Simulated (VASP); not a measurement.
# SiNi2 (P6_3/mmc) in VASP: a series of runs, part 2 of 2

VASP 6.6.1. The steps go on from the part before.

### 3 Single point, r2SCAN

This run uses another cell than the first one, of 10.80 Å³/atom.

Input file POSCAR:

```
SiNi2
1.0
    3.8851067045      0.0000000000      0.0000000000
   -1.9425533523      3.3646011025      0.0000000000
    0.0000000000      0.0000000000      4.9558222265
Si Ni
2 4
Direct
    0.3333333333      0.6666666667      0.7500000000
    0.6666666667      0.3333333333      0.2500000000
    0.0000000000      0.0000000000      0.0000000000
    0.0000000000      0.0000000000      0.5000000000
    0.3333333333      0.6666666667      0.2500000000
    0.6666666667      0.3333333333      0.7500000000
```

Input file INCAR.step1:

```
SYSTEM = SiNi2
PREC = Accurate
ENCUT = 520
ISMEAR = 0
SIGMA = 0.1
LREAL = .FALSE.
LASPH = .TRUE.
NELM = 60
NBANDS = 33
GGA = PE
ALGO = Normal
EDIFF = 1E-4
LWAVE = .TRUE.
LCHARG = .FALSE.
```

Input file INCAR.step2:

```
SYSTEM = SiNi2
PREC = Accurate
ENCUT = 520
EDIFF = 1E-6
ISMEAR = 0
SIGMA = 0.1
LREAL = .FALSE.
LASPH = .TRUE.
NELM = 60
ALGO = Normal
ISIF = 2
LWAVE = .FALSE.
LCHARG = .FALSE.
METAGGA = R2SCAN
LMIXTAU = .TRUE.
NBANDS = 33
ISTART = 1
```

Input file KPOINTS:

```
Automatic mesh
0
G
  12 12 8
  0 0 0
```

Potentials or basis: VASP PAW PBE potentials, release 64 (Si, Ni).

Started as:

```sh
cat potpaw_PBE.64/Si/POTCAR potpaw_PBE.64/Ni/POTCAR > POTCAR
cp INCAR.step1 INCAR
mpirun -np 1 vasp_std > vasp.out
cp INCAR.step2 INCAR
mpirun -np 1 vasp_std > vasp.out
```

Wall time 7.6 min (1 thread of Intel Xeon 6975P-C (Granite Rapids), shared host); peak memory 0.3 GiB.

The run converged. Its results:

```
Free energy            : -68.2530 eV
Pressure               : -2.7 GPa
Band gap on the k mesh : zero (bands 24 and 25 overlap by 3.66 eV)
```

Levels at points of the mesh, in eV from the Fermi level:
| k point | band 22 | band 23 | band 24 | band 25 | band 26 | band 27 |
| --- | --- | --- | --- | --- | --- | --- |
| (0.00, 0.00, 0.00) | -0.65 | 0.09 | 2.87 | 2.87 | 2.94 | 2.94 |
| (0.50, 0.00, 0.00) | -1.25 | -1.07 | -0.70 | -0.60 | 1.30 | 1.89 |
| (0.00, 0.00, 0.50) | -1.29 | 2.43 | 2.43 | 3.44 | 3.44 | 3.44 |
| (0.50, 0.00, 0.50) | -1.30 | -0.94 | -0.94 | 0.98 | 0.98 | 3.12 |

Caveat: the PAW data sets were made with another functional, which shifts forces and pressure a little.

### 4 Single point, r2SCAN (uniaxial strain along c: +2.0 %)

Changes to POSCAR since step 3:

```diff
@@ -2,5 +2,5 @@
 1.0
-    3.8851067045      0.0000000000      0.0000000000
-   -1.9425533523      3.3646011025      0.0000000000
-    0.0000000000      0.0000000000      4.9558222265
+    3.8501977757      0.0000000000      0.0000000000
+   -1.9250988879      3.3343690834      0.0000000000
+    0.0000000000      0.0000000000      5.0253473582
 Si Ni
```

Input file INCAR.step1:

```
PREC = Accurate ; ENCUT = 520
ISMEAR = 0 ; SIGMA = 0.1
LREAL = F ; LASPH = T
NELM = 80 ; NBANDS = 33
GGA = PE ; ALGO = Normal
EDIFF = 1E-4 ; LWAVE = T
LCHARG = F
```

Input file INCAR.step2:

```
PREC = Accurate ; ENCUT = 520
EDIFF = 1E-6 ; ISMEAR = 0
SIGMA = 0.1 ; LREAL = F
LASPH = T ; NELM = 80
ALGO = Normal ; ISIF = 2
LWAVE = F ; LCHARG = F
METAGGA = R2SCAN ; LMIXTAU = T
NBANDS = 33 ; ISTART = 1
```

Input file KPOINTS:

```
regular mesh
0
Gamma
  12 12 8
```

Potentials or basis: VASP PAW PBE potentials, release 64 (Si, Ni).

Started as:

```sh
cat potpaw_PBE.64/Si/POTCAR potpaw_PBE.64/Ni/POTCAR > POTCAR
cp INCAR.step1 INCAR
mpirun -np 1 vasp_std > vasp.out
cp INCAR.step2 INCAR
mpirun -np 1 vasp_std > vasp.out
```

OUTCAR:

```text
PREC = Accurate
   ENCUT = 520
   EDIFF = 1E-6
   ISMEAR = 0
   LREAL = F
   LASPH = T
   NELM = 80
   ISIF = 2
   METAGGA = R2SCAN
   ISTART = 1

 ion  position               nearest neighbor table
   1  0.333  0.667  0.750-   6 2.22   6 2.22   6 2.22   5 2.51   5 2.51   3 2.55   4 2.55   4 2.55
                             3 2.55   4 2.55   3 2.55
   2  0.667  0.333  0.250-   5 2.22   5 2.22   5 2.22   6 2.51   6 2.51   3 2.55   4 2.55   3 2.55
                             4 2.55   3 2.55   4 2.55
   3  0.000  0.000  0.000-   4 2.51   4 2.51   1 2.55   5 2.55   6 2.55   2 2.55   2 2.55   6 2.55
                             1 2.55   5 2.55   2 2.55   6 2.55   1 2.55   5 2.55
   4  0.000  0.000  0.500-   3 2.51   3 2.51   1 2.55   5 2.55   6 2.55   2 2.55   2 2.55   6 2.55
[... 1080 lines left out ...]
  Total        0.3718088      0.3718088     -2.0520065     -0.0000000      0.0000000     -0.0000000
  in kB        9.2335224      9.2335224    -50.9596596     -0.0000000      0.0000000     -0.0000000
  external PRESSURE =     -10.8308716 kB  Pullay stress =       0.0000000 kB

 VOLUME and BASIS-vectors are now :
 -----------------------------------------------------------------------------
  energy-cutoff  :      520.00
  volume of cell :       64.52
      direct lattice vectors                 reciprocal lattice vectors
     3.850197776  0.000000000  0.000000000     0.259726917  0.149953406  0.000000000
    -1.925098888  3.334369083  0.000000000     0.000000000  0.299906811  0.000000000
     0.000000000  0.000000000  5.025347358     0.000000000  0.000000000  0.198991220

 POSITION                                       TOTAL-FORCE (eV/Angst)
 -----------------------------------------------------------------------------------
     -0.00000      2.22291      3.76901        -0.000000     -0.000000      0.000000
      1.92510      1.11146      1.25634        -0.000000      0.000000      0.000000
      0.00000      0.00000      0.00000        -0.000000     -0.000000      0.000000
      0.00000      0.00000      2.51267        -0.000000     -0.000000      0.000000
     -0.00000      2.22291      1.25634         0.000000      0.000000      0.000000
      1.92510      1.11146      3.76901         0.000000     -0.000000      0.000000
 -----------------------------------------------------------------------------------
    total drift:                                0.000000     -0.000000      0.000000

  FREE ENERGIE OF THE ION-ELECTRON SYSTEM (eV)
  ---------------------------------------------------
  free  energy   TOTEN  =       -68.2372804604 eV

  energy  without entropy=      -68.2201224741  energy(sigma->0) =      -68.22870147
```

Wall time 37 min (1 thread of AMD EPYC, shared host); peak memory 0.27 GiB.

What came out:

```
Free energy            : -68.2373 eV
Pressure               : -1.1 GPa
Band gap on the k mesh : zero (bands 24 and 25 overlap by 3.80 eV)
```

Stress tensor (GPa, compression positive):
```
 0.92  0.00  0.00
 0.00  0.92  0.00
 0.00  0.00 -5.10
```

Caveat: the cell differs from its parent crystal (uniaxial strain along c: +2.0 %); the stress differs along the axes, from -5 to 1 GPa; the PAW data sets were made with another functional, which shifts forces and pressure a little. Spin polarisation is off, so any magnetic state and its effect on volume and gap are missing.

### 5 Single point, r2SCAN (uniaxial strain along c: +2.0 %, then relaxed in part)

Input file POSCAR:

```
SiNi2
1.0
    3.8539827115      0.0000000000      0.0000000000
   -1.9269913558      3.3376469339      0.0000000000
    0.0000000000      0.0000000000      5.0253473582
Si Ni
2 4
Direct
    0.3333333334      0.6666666666      0.7500000000
    0.6666666666      0.3333333334      0.2500000000
    0.0000000000      0.0000000000      0.0000000000
    0.0000000000      0.0000000000      0.5000000000
    0.3333333337      0.6666666663      0.2500000000
    0.6666666663      0.3333333337      0.7500000000
```

Input file INCAR.step1:

```
PREC = Accurate
ENCUT = 520
ISMEAR = 0
SIGMA = 0.1
LREAL = F
LASPH = T
NELM = 60
NBANDS = 33
GGA = PE
ALGO = Normal
EDIFF = 1E-4
LWAVE = T
LCHARG = F
```

Input file INCAR.step2:

```
PREC = Accurate
ENCUT = 520
EDIFF = 1E-6
ISMEAR = 0
SIGMA = 0.1
LREAL = F
LASPH = T
NELM = 60
ALGO = Normal
ISIF = 2
LWAVE = F
LCHARG = F
METAGGA = R2SCAN
LMIXTAU = T
NBANDS = 33
ISTART = 1
```

Input file KPOINTS:

```
Automatic mesh
0
Gamma
  12 12 8
```

Started as:

```sh
cat potpaw_PBE.64/Si/POTCAR potpaw_PBE.64/Ni/POTCAR > POTCAR
cp INCAR.step1 INCAR
mpirun -np 1 vasp_std > vasp.out
cp INCAR.step2 INCAR
mpirun -np 1 vasp_std > vasp.out
```

Run time: 30 min. Hardware: 1 thread of AMD EPYC, shared host; peak memory 0.27 GiB.

Results (log left out):

```yaml
Free_energy: -68.2378 eV
Pressure: -1.9 GPa
Band_gap_on_the_k_mesh: zero (bands 24 and 25 overlap by 3.79 eV)
```

Stress tensor (GPa, compression positive):
```
 0.00  0.00  0.00
 0.00  0.00  0.00
 0.00  0.00 -5.67
```

Levels at points of the mesh, in eV from the Fermi level:
| k point | band 20 | band 21 | band 22 | band 23 | band 24 | band 25 | band 26 | band 27 | band 28 | band 29 |
| --- | --- | --- | --- | --- | --- | --- | --- | --- | --- | --- |
| (0.00, 0.00, 0.00) | -1.23 | -0.63 | -0.63 | 0.02 | 3.02 | 3.02 | 3.08 | 3.08 | 3.27 | 3.62 |
| (0.50, 0.00, 0.00) | -1.56 | -1.42 | -1.24 | -1.07 | -0.69 | -0.64 | 1.27 | 1.92 | 3.33 | 3.85 |
| (0.00, 0.00, 0.50) | -1.28 | -1.28 | -1.28 | 2.39 | 2.39 | 3.53 | 3.53 | 3.53 | 3.53 | 4.45 |
| (0.50, 0.00, 0.50) | -1.75 | -1.30 | -1.30 | -0.96 | -0.96 | 1.01 | 1.01 | 3.25 | 3.25 | 5.80 |

Caveat: the cell differs from its parent crystal (uniaxial strain along c: +2.0 %, then relaxed in part); the stress differs along the axes, from -6 to -0 GPa; the PAW data sets were made with another functional, which shifts forces and pressure a little.

### 6 Single point, r2SCAN (uniaxial strain along c: +4.0 %)

Changes to POSCAR since step 5:

```diff
@@ -2,5 +2,5 @@
 1.0
-    3.8539827115      0.0000000000      0.0000000000
-   -1.9269913558      3.3376469339      0.0000000000
-    0.0000000000      0.0000000000      5.0253473582
+    3.8308500482      0.0000000000      0.0000000000
+   -1.9154250241      3.3176134598      0.0000000000
+    0.0000000000      0.0000000000      5.1238835809
 Si Ni
```

Input file INCAR.step1:

```
SYSTEM = SiNi2
PREC = Accurate
ENCUT = 520
ISMEAR = 0
SIGMA = 0.1
LREAL = .FALSE.
LASPH = .TRUE.
NELM = 100
NBANDS = 33
GGA = PE
ALGO = Normal
EDIFF = 1E-4
LWAVE = .TRUE.
LCHARG = .FALSE.
```

Input file INCAR.step2:

```
SYSTEM = SiNi2
PREC = Accurate
ENCUT = 520
EDIFF = 1E-7
ISMEAR = 0
SIGMA = 0.1
LREAL = .FALSE.
LASPH = .TRUE.
NELM = 100
ALGO = Normal
ISIF = 2
LWAVE = .FALSE.
LCHARG = .FALSE.
METAGGA = R2SCAN
LMIXTAU = .TRUE.
NBANDS = 33
ISTART = 1
```

Input file KPOINTS:

```
regular mesh
0
G
  12 12 8
  0 0 0
```

Potentials or basis: VASP PAW PBE potentials, release 64 (Si, Ni).

Started as:

```sh
cat potpaw_PBE.64/Si/POTCAR potpaw_PBE.64/Ni/POTCAR > POTCAR
cp INCAR.step1 INCAR
mpirun -np 1 vasp_std > vasp.out
cp INCAR.step2 INCAR
mpirun -np 1 vasp_std > vasp.out
```

Run time: 33 min. Hardware: 1 thread of AMD EPYC, shared host; peak memory 0.26 GiB.

Results (log left out):

```yaml
Free_energy: -68.1754 eV
Pressure: -2.1 GPa
Band_gap_on_the_k_mesh: zero (bands 24 and 25 overlap by 3.90 eV)
```

Stress tensor (GPa, compression positive):
```
 1.54  0.00  0.00
 0.00  1.54  0.00
 0.00  0.00 -9.26
```

Levels at points of the mesh, in eV from the Fermi level:
```tsv
k point	band 20	band 21	band 22	band 23	band 24	band 25	band 26	band 27	band 28	band 29
(0.00, 0.00, 0.00)	-1.21	-0.60	-0.60	-0.07	3.19	3.19	3.20	3.20	3.47	3.65
(0.50, 0.00, 0.00)	-1.55	-1.47	-1.21	-1.06	-0.68	-0.68	1.21	1.94	3.47	3.79
(0.00, 0.00, 0.50)	-1.26	-1.26	-1.26	2.22	2.22	3.62	3.62	3.62	3.62	4.49
(0.50, 0.00, 0.50)	-1.72	-1.28	-1.28	-0.97	-0.97	1.03	1.03	3.34	3.34	5.54
```

Caveat: the cell differs from its parent crystal (uniaxial strain along c: +4.0 %); the stress differs along the axes, from -9 to 2 GPa; the PAW data sets were made with another functional, which shifts forces and pressure a little. Spin polarisation is off, so any magnetic state and its effect on volume and gap are missing.

### 7 Overview

| cell | gap on the mesh (eV) | pressure (GPa) |
| --- | --- | --- |
| a = 3.870, b = 3.870, c = 4.927 Å, angles 90.0, 90.0, 120.0°, 6 atoms | none | 0.3 |
| a = 3.885, b = 3.885, c = 4.956 Å, angles 90.0, 90.0, 120.0°, 6 atoms | none | -2.7 |
| a = 3.850, b = 3.850, c = 5.025 Å, angles 90.0, 90.0, 120.0°, 6 atoms | none | -1.1 |
| a = 3.854, b = 3.854, c = 5.025 Å, angles 90.0, 90.0, 120.0°, 6 atoms | none | -1.9 |
| a = 3.831, b = 3.831, c = 5.124 Å, angles 90.0, 90.0, 120.0°, 6 atoms | none | -2.1 |

Alike in all rows: task single point; level r2SCAN; potentials or basis VASP PAW PBE potentials, release 64 (Si, Ni); no spin polarisation; k mesh 12 × 12 × 8; cutoff (eV) 520; smearing gaussian 0.1 eV.

Caveats: the PAW data sets were made with another functional, which shifts forces and pressure a little; the stress differs along the axes, from -5 to 1 GPa (at least some runs); the stress differs along the axes, from -6 to -0 GPa (at least some runs); the stress differs along the axes, from -9 to 2 GPa (at least some runs).

Absolute energies hang on the potentials; compare differences alone.
